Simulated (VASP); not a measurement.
## Ca3Y: single point with LDA

Ca3Y:

```
CELL_PARAMETERS angstrom
0.00000 4.24557 4.24557
4.24557 0.00000 4.24557
4.24557 4.24557 0.00000
ATOMIC_POSITIONS crystal
Ca 0.23959 0.26306 0.26166
Ca 0.73567 0.76638 0.73232
Ca 0.50888 0.48234 0.49404
Y 0.98958 0.01080 0.00692
```

```json
{
 "Program": "VASP 6.6.1",
 "Task": "single point",
 "Functional": "LDA",
 "Potentials or basis": "VASP PAW LDA potentials, release 64 (Ca_sv, Y_sv)",
 "Cutoff": "520 eV",
 "k mesh": "4 × 4 × 4",
 "Occupations": "methfessel-paxton, width 0.1 eV",
 "Spin": "no spin polarisation",
 "Dipole correction": "no",
 "Further INCAR settings": "ALGO = Normal; EDIFF = 1e-06; NBANDS = 28"
}
```

The pressure is -2.2 GPa and the largest force is 0.377 eV/Å.

Forces on the atoms (eV/Å):
```
Ca  -0.244 -0.018 -0.061
Ca  -0.026  0.294 -0.092
Ca   0.322 -0.157  0.118
Y   -0.051 -0.119  0.034
```

Stress tensor (GPa, compression positive):
```
-2.16  0.00  0.07
 0.00 -2.20  0.02
 0.07  0.02 -2.19
```

Levels at points of the mesh, in eV from the Fermi level:
| k point | band 16 | band 17 | band 18 | band 19 | band 20 | band 21 | band 22 | band 23 | band 24 | band 25 |
| --- | --- | --- | --- | --- | --- | --- | --- | --- | --- | --- |
| (0.00, 0.00, 0.00) | -22.39 | -4.27 | -0.41 | -0.40 | -0.08 | -0.07 | -0.07 | 0.48 | 0.49 | 0.50 |
| (0.50, 0.00, 0.00) | -22.40 | -2.66 | -2.40 | -0.22 | -0.22 | 0.16 | 0.28 | 0.33 | 0.66 | 0.68 |
| (0.00, 0.50, 0.00) | -22.40 | -2.67 | -2.39 | -0.23 | -0.22 | 0.21 | 0.26 | 0.33 | 0.67 | 0.70 |
| (0.00, 0.00, 0.50) | -22.39 | -2.63 | -2.43 | -0.20 | -0.20 | 0.13 | 0.24 | 0.30 | 0.61 | 0.62 |
| (0.50, 0.50, 0.50) | -22.40 | -2.70 | -2.36 | -0.24 | -0.23 | 0.23 | 0.29 | 0.38 | 0.73 | 0.77 |
| (0.50, 0.50, 0.00) | -22.40 | -2.17 | -1.91 | -1.24 | -1.17 | 0.25 | 0.26 | 0.68 | 0.79 | 0.87 |
| (0.00, 0.50, 0.50) | -22.40 | -2.17 | -1.91 | -1.24 | -1.17 | 0.26 | 0.26 | 0.71 | 0.80 | 0.86 |
| (0.50, 0.00, 0.50) | -22.40 | -2.18 | -1.90 | -1.24 | -1.17 | 0.25 | 0.26 | 0.72 | 0.79 | 0.84 |

It took 4.1 min on 1 thread of AMD EPYC 7R43 64-Core Processor (Zen 3), with other jobs on the host, peak memory 0.3 GiB.
